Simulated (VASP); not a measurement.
# AlNi3 (Fm-3m) in VASP: notebook, part 2 of 2

VASP 6.6.1.

### Step 3. Single point, r2SCAN

The input, POSCAR:

```
AlNi3
1.0
    0.0000000000      2.8018887551      2.8018887551
    2.8018887551      0.0000000000      2.8018887551
    2.8018887551      2.8018887551      0.0000000000
Al Ni
1 3
Direct
    0.5000000000      0.5000000000      0.5000000000
    0.2500000000      0.2500000000      0.2500000000
    0.0000000000      0.0000000000      0.0000000000
    0.7500000000      0.7500000000      0.7500000000
```

The input, INCAR.step1:

```
SYSTEM = AlNi3
ALGO     = Normal         ! electronic algorithm
EDIFF    = 1E-4           ! SCF threshold, eV
ENCUT    = 520            ! plane-wave cutoff, eV
GGA      = PE             ! functional
ISMEAR   = 0              ! smearing method
LASPH    = .True.         ! aspherical terms in the spheres
LCHARG   = .False.        ! write CHGCAR
LREAL    = .False.        ! projectors in reciprocal space
LWAVE    = .True.         ! write WAVECAR
NBANDS   = 24             ! bands
NELM     = 60             ! most SCF steps
PREC     = Accurate       ! precision mode
SIGMA    = 0.1            ! smearing width, eV
```

The input, INCAR.step2:

```
SYSTEM = AlNi3
ALGO     = Normal         ! electronic algorithm
EDIFF    = 1E-6           ! SCF threshold, eV
ENCUT    = 520            ! plane-wave cutoff, eV
ISIF     = 2              ! what is computed and relaxed
ISMEAR   = 0              ! smearing method
ISTART   = 1            
LASPH    = .True.         ! aspherical terms in the spheres
LCHARG   = .False.        ! write CHGCAR
LMIXTAU  = .True.       
LREAL    = .False.        ! projectors in reciprocal space
LWAVE    = .False.        ! write WAVECAR
METAGGA  = R2SCAN         ! meta-GGA
NBANDS   = 24             ! bands
NELM     = 60             ! most SCF steps
PREC     = Accurate       ! precision mode
SIGMA    = 0.1            ! smearing width, eV
```

The input, KPOINTS:

```
k-points
0
Gamma
  16 16 16
  0 0 0
```

Potentials or basis: VASP PAW PBE potentials, release 64 (Al, Ni).

Command:

```console
$ cat potpaw_PBE.64/Al/POTCAR potpaw_PBE.64/Ni/POTCAR > POTCAR
$ cp INCAR.step1 INCAR
$ mpirun -np 1 vasp_std > vasp.out
$ cp INCAR.step2 INCAR
$ mpirun -np 1 vasp_std > vasp.out
```

OUTCAR:

```text
SYSTEM = AlNi3
   EDIFF = 1E-6
   ENCUT = 520
   ISIF = 2
   ISMEAR = 0
   ISTART = 1
   LASPH = .True.
   LREAL = .False.
   METAGGA = R2SCAN
   NELM = 60
   PREC = Accurate

 ion  position               nearest neighbor table
   1  0.500  0.500  0.500-   2 2.43   4 2.43   2 2.43   2 2.43   4 2.43   2 2.43   4 2.43   4 2.43
                             3 2.80   3 2.80   3 2.80   3 2.80   3 2.80   3 2.80
   2  0.250  0.250  0.250-   3 2.43   1 2.43   3 2.43   1 2.43   3 2.43   3 2.43   1 2.43   1 2.43
[... 854 lines left out ...]
  Direction    XX          YY          ZZ          XY          YZ          ZX
  --------------------------------------------------------------------------------------
  -------------------------------------------------------------------------------------
  Total        0.0307062      0.0307062      0.0307062      0.0000000      0.0000000     -0.0000000
  in kB        1.1182879      1.1182879      1.1182879      0.0000000      0.0000000     -0.0000000
  external PRESSURE =       1.1182879 kB  Pullay stress =       0.0000000 kB

 VOLUME and BASIS-vectors are now :
 -----------------------------------------------------------------------------
  energy-cutoff  :      520.00
  volume of cell :       43.99
      direct lattice vectors                 reciprocal lattice vectors
     0.000000000  2.801888755  2.801888755    -0.178451053  0.178451053  0.178451053
     2.801888755  0.000000000  2.801888755     0.178451053 -0.178451053  0.178451053
     2.801888755  2.801888755  0.000000000     0.178451053  0.178451053 -0.178451053

 POSITION                                       TOTAL-FORCE (eV/Angst)
 -----------------------------------------------------------------------------------
      2.80189      2.80189      2.80189         0.000000     -0.000000     -0.000000
      1.40094      1.40094      1.40094        -0.000000     -0.000000     -0.000000
      0.00000      0.00000      0.00000         0.000000     -0.000000     -0.000000
      4.20283      4.20283      4.20283         0.000000      0.000000      0.000000
 -----------------------------------------------------------------------------------
    total drift:                                0.000000     -0.000000      0.000000

  FREE ENERGIE OF THE ION-ELECTRON SYSTEM (eV)
  ---------------------------------------------------
  free  energy   TOTEN  =       -44.0466369027 eV

  energy  without entropy=      -44.0343496278  energy(sigma->0) =      -44.04049327
```

OUTCAR.step1:

```text
SYSTEM = AlNi3
   EDIFF = 1E-4
   ENCUT = 520
   GGA = PE
   ISMEAR = 0
[... 881 lines left out ...]
      2.80189      2.80189      2.80189         0.000000      0.000000      0.000000
      1.40094      1.40094      1.40094        -0.000000     -0.000000     -0.000000
      0.00000      0.00000      0.00000         0.000000      0.000000      0.000000
      4.20283      4.20283      4.20283        -0.000000     -0.000000      0.000000
 -----------------------------------------------------------------------------------
    total drift:                                0.000000     -0.000000      0.000000

  FREE ENERGIE OF THE ION-ELECTRON SYSTEM (eV)
  ---------------------------------------------------
  free  energy   TOTEN  =       -21.6621605971 eV

  energy  without entropy=      -21.6489339043  energy(sigma->0) =      -21.65554725
```

Wall time 7.8 min (1 thread of Intel Xeon Platinum 8488C (Sapphire Rapids), shared host); peak memory 0.27 GiB.

Results:

```yaml
Free_energy: -44.0466 eV
Pressure: 0.1 GPa
Band_gap_on_the_k_mesh: zero (an odd number of electrons rules out a gap without spin polarisation)
```

Levels at points of the mesh, in eV from the Fermi level:
```
           k point  band 13  band 14  band 15  band 16  band 17  band 18  band 19  band 20
(0.00, 0.00, 0.00)    -0.59    -0.59    -0.57    -0.57     5.65     5.65     5.65     6.17
(0.50, 0.00, 0.00)    -0.69    -0.69    -0.50    -0.50    -0.15     4.50     4.50     4.97
(0.50, 0.50, 0.00)    -1.11    -0.74    -0.61    -0.44    -0.36    -0.36    -0.02     4.50
```

Caveat: the PAW data sets were made with another functional, which shifts forces and pressure a little. Spin polarisation is off, so any magnetic state and its effect on volume and gap are missing.

### Step 4. Single point, r2SCAN

POSCAR is that of step 3.

The input, INCAR.step1:

```
SYSTEM = AlNi3
  PREC = Accurate
  ENCUT = 520
  ISMEAR = 0
  SIGMA = 0.1
  LREAL = .False.
  LASPH = .True.
  NELM = 60
  NBANDS = 24
  GGA = PE
  ALGO = Normal
  EDIFF = 1E-4
  LWAVE = .True.
  LCHARG = .False.
```

The input, INCAR.step2:

```
SYSTEM = AlNi3
  PREC = Accurate
  ENCUT = 520
  EDIFF = 1E-6
  ISMEAR = 0
  SIGMA = 0.1
  LREAL = .False.
  LASPH = .True.
  NELM = 60
  ALGO = Normal
  ISIF = 2
  LWAVE = .False.
  LCHARG = .False.
  METAGGA = R2SCAN
  LMIXTAU = .True.
  NBANDS = 24
  ISTART = 1
```

The input, KPOINTS:

```
Automatic mesh
0
Gamma
  18 18 18
  0 0 0
```

Potentials or basis: VASP PAW PBE potentials, release 64 (Al, Ni).

Command:

```console
$ cat potpaw_PBE.64/Al/POTCAR potpaw_PBE.64/Ni/POTCAR > POTCAR
$ cp INCAR.step1 INCAR
$ mpirun -np 1 vasp_std > vasp.out
$ cp INCAR.step2 INCAR
$ mpirun -np 1 vasp_std > vasp.out
```

OUTCAR:

```text
SYSTEM = AlNi3
   PREC = Accurate
   ENCUT = 520
   EDIFF = 1E-6
   ISMEAR = 0
   LREAL = .False.
   LASPH = .True.
   NELM = 60
   ISIF = 2
   METAGGA = R2SCAN
   ISTART = 1

 ion  position               nearest neighbor table
   1  0.500  0.500  0.500-   2 2.43   4 2.43   2 2.43   2 2.43   4 2.43   2 2.43   4 2.43   4 2.43
                             3 2.80   3 2.80   3 2.80   3 2.80   3 2.80   3 2.80
   2  0.250  0.250  0.250-   3 2.43   1 2.43   3 2.43   1 2.43   3 2.43   3 2.43   1 2.43   1 2.43
[... 855 lines left out ...]
  --------------------------------------------------------------------------------------
  -------------------------------------------------------------------------------------
  Total        0.0322658      0.0322658      0.0322658     -0.0000000      0.0000000     -0.0000000
  in kB        1.1750868      1.1750868      1.1750868     -0.0000000      0.0000000     -0.0000000
  external PRESSURE =       1.1750868 kB  Pullay stress =       0.0000000 kB

 VOLUME and BASIS-vectors are now :
 -----------------------------------------------------------------------------
  energy-cutoff  :      520.00
  volume of cell :       43.99
      direct lattice vectors                 reciprocal lattice vectors
     0.000000000  2.801888755  2.801888755    -0.178451053  0.178451053  0.178451053
     2.801888755  0.000000000  2.801888755     0.178451053 -0.178451053  0.178451053
     2.801888755  2.801888755  0.000000000     0.178451053  0.178451053 -0.178451053

 POSITION                                       TOTAL-FORCE (eV/Angst)
 -----------------------------------------------------------------------------------
      2.80189      2.80189      2.80189        -0.000000      0.000000     -0.000000
      1.40094      1.40094      1.40094         0.000000      0.000000      0.000000
      0.00000      0.00000      0.00000        -0.000000      0.000000     -0.000000
      4.20283      4.20283      4.20283        -0.000000     -0.000000     -0.000000
 -----------------------------------------------------------------------------------
    total drift:                                0.000000     -0.000000      0.000000

  FREE ENERGIE OF THE ION-ELECTRON SYSTEM (eV)
  ---------------------------------------------------
  free  energy   TOTEN  =       -44.0466343083 eV

  energy  without entropy=      -44.0341439661  energy(sigma->0) =      -44.04038914
```

OUTCAR.step1:

```text
SYSTEM = AlNi3
   PREC = Accurate
   ENCUT = 520
   ISMEAR = 0
   LREAL = .False.
   LASPH = .True.
[... 881 lines left out ...]
      1.40094      1.40094      1.40094         0.000000      0.000000      0.000000
      0.00000      0.00000      0.00000         0.000000     -0.000000      0.000000
      4.20283      4.20283      4.20283        -0.000000     -0.000000     -0.000000
 -----------------------------------------------------------------------------------
    total drift:                                0.000000     -0.000000      0.000000

  FREE ENERGIE OF THE ION-ELECTRON SYSTEM (eV)
  ---------------------------------------------------
  free  energy   TOTEN  =       -21.6622168192 eV

  energy  without entropy=      -21.6488752803  energy(sigma->0) =      -21.65554605
```

OSZICAR.step1:

```text
N       E                     dE             d eps       ncg     rms          rms(c)
DAV:   1     0.187470176238E+03    0.18747E+03   -0.14289E+04  9448   0.176E+03
DAV:   2    -0.162255517885E+02   -0.20370E+03   -0.19189E+03  9376   0.321E+02
DAV:   3    -0.250206082338E+02   -0.87951E+01   -0.83951E+01 11264   0.916E+01
DAV:   4    -0.251511331216E+02   -0.13052E+00   -0.13045E+00 11472   0.971E+00
DAV:   5    -0.251553960181E+02   -0.42629E-02   -0.42628E-02 11856   0.162E+00    0.182E+01
DAV:   6    -0.248655937052E+02    0.28980E+00   -0.34137E+01 10944   0.102E+02    0.163E+01
DAV:   7    -0.218393371646E+02    0.30263E+01   -0.10380E+01 11024   0.647E+01    0.630E+00
DAV:   8    -0.218938123943E+02   -0.54475E-01   -0.13740E+00 10440   0.364E+01    0.540E+00
DAV:   9    -0.216774273284E+02    0.21639E+00   -0.20057E-01 12448   0.158E+01    0.123E+00
DAV:  10    -0.216631235440E+02    0.14304E-01   -0.57193E-02 14936   0.501E+00    0.501E-01
DAV:  11    -0.216621773850E+02    0.94616E-03   -0.76192E-03 12264   0.211E+00    0.107E-01
DAV:  12    -0.216622168192E+02   -0.39434E-04   -0.67791E-04 11024   0.561E-01
   1 F= -.21662217E+02 E0= -.21655546E+02  d E =-.133415E-01
```

Wall time 12 min (1 thread of Intel Xeon Platinum 8488C (Sapphire Rapids), shared host); peak memory 0.31 GiB.

What came out:

| Property | Result |
| --- | --- |
| Free energy | -44.0466 eV |
| Pressure | 0.1 GPa |
| Band gap on the k mesh | zero (an odd number of electrons rules out a gap without spin polarisation) |

Caveat: the PAW data sets were made with another functional, which shifts forces and pressure a little.

### Step 5. Summary

```csv
k mesh,smearing,gap on the mesh (eV),pressure (GPa)
14 × 14 × 14,tetrahedron,none,0.1
16 × 16 × 16,gaussian 0.1 eV,none,0.1
18 × 18 × 18,gaussian 0.1 eV,none,0.1
```

Alike in all rows: task single point; level r2SCAN; potentials or basis VASP PAW PBE potentials, release 64 (Al, Ni); no spin polarisation; cell as given; cutoff (eV) 520.

Caveats: the PAW data sets were made with another functional, which shifts forces and pressure a little.

Absolute energies hang on the potentials; compare differences alone.
